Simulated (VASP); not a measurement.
Wanted: the native input for a VASP 6.6.1 run.

```
Task                   : relaxation of cell and atoms
Functional             : PBEsol
Potentials or basis    : VASP PAW PBE potentials, release 64 (S, Mg)
Cutoff                 : 600 eV
k mesh                 : 8 × 8 × 8
Occupations            : fermi-dirac, width 0.05 eV
Spin                   : no spin polarisation
Target pressure        : 2 GPa
Dipole correction      : no
Further INCAR settings : ALGO = Normal; EDIFF = 1e-06; IBRION = 2; EDIFFG = -0.01; NSW = 60; ISIF = 3
```

The structure of MgS lies in POSCAR:

```
MgS
1.0
    0.0000000000      2.8331200468      2.8331200468
    2.8331200468      0.0000000000      2.8331200468
    2.8331200468      2.8331200468      0.0000000000
S Mg
1 1
Direct
    0.2500000000      0.2500000000      0.2500000000
    0.0000000000      0.0000000000      0.0000000000
```

These files were run (other wordings do the same):

INCAR

```
SYSTEM = MgS
PREC     = Accurate       ! precision mode
ENCUT    = 600            ! plane-wave cutoff, eV
EDIFF    = 1E-6           ! SCF threshold, eV
ISMEAR   = -1             ! smearing method
SIGMA    = 0.05           ! smearing width, eV
LREAL    = .FALSE.        ! projectors in reciprocal space
LASPH    = .TRUE.         ! aspherical terms in the spheres
NELM     = 80             ! most SCF steps
ALGO     = Normal         ! electronic algorithm
ISIF     = 3              ! what is computed and relaxed
LWAVE    = .FALSE.        ! write WAVECAR
LCHARG   = .FALSE.        ! write CHGCAR
GGA      = PS             ! functional
IBRION   = 2              ! ionic algorithm
NSW      = 60             ! ionic steps
EDIFFG   = -0.01          ! ionic threshold
PSTRESS  = 20.0
```

KPOINTS

```
regular mesh
0
G
  8 8 8
  0 0 0
```

Potentials or basis: VASP PAW PBE potentials, release 64 (S, Mg).

Command:

```console
$ cat potpaw_PBE.64/S/POTCAR potpaw_PBE.64/Mg/POTCAR > POTCAR
$ mpirun -np 1 vasp_std > vasp.out
```

Results of the run:

```
Relaxed volume                                         : 21.83 Å³/atom
Relaxed cell                                           : a = 3.952 Å, b = 3.952 Å, c = 3.952 Å, α = 60.00°, β = 60.00°, γ = 60.00°
Space group after relaxing (to 0.05 Å)                 : F-43m (No. 216)
Energy change on relaxing (the enthalpy is what falls) : +4.0 meV/atom
Ionic steps                                            : 3
Pressure after relaxing                                : 2.0 GPa
Band gap on the k mesh                                 : 3.49 eV, direct
```

Caveat: the cell is relaxed towards a set pressure, so the enthalpy falls and the energy may rise; the PAW data sets were made with another functional, which shifts forces and pressure a little.

Run time: 13 s on 1 thread of Intel(R) Xeon(R) Platinum 8559C (Emerald Rapids) (shared host), peak memory 0.19 GiB.
